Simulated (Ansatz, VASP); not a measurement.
**BaTiO3 in VASP and in Ansatz**

```xyz
5
Lattice="3.9574 0.0000 0.0000 0.0000 2.8180 2.8267 0.0000 -2.8180 2.8267" Properties=species:S:1:pos:R:3 pbc="T T T"
Ba    0.0000    0.0000    0.0000
Ti    1.9787    0.0000    2.8714
O     0.0000    0.0000    2.7820
O     1.9787   -1.3842    4.2294
O     1.9787    1.3842    4.2294
```

Change from the starting cell: volume scaled by 0.98.

Alike in both runs: task single point; functional PBE; k mesh 8 × 8 × 8; occupations fermi-dirac, width 0.05 eV; no spin polarisation.

|  | VASP | Ansatz |
| --- | --- | --- |
| version | VASP 6.6.1 | Ansatz 0.2.0 |
| potentials or method | VASP PAW PBE potentials, release 64 (Ba_sv, Ti_sv, O), cutoff 520 eV | all-electron LAPW, scalar-relativistic |

```csv
,VASP,Ansatz,Ansatz less VASP
gap on the k mesh at the Fermi level (eV),1.83,1.89,+0.061
pressure (GPa),7.4,5.5,-1.90
"traceless stress, the component that is largest in VASP (GPa)",0.77,0.75,-0.021
rms of the force components (eV/Å),0.070,0.074,+0.0033
```

Atom by atom the forces differ by 0.010 eV/Å (rms over components). Ansatz ran all-electron here, and VASP with PAW potentials.

Neither program's run includes spin-orbit coupling.
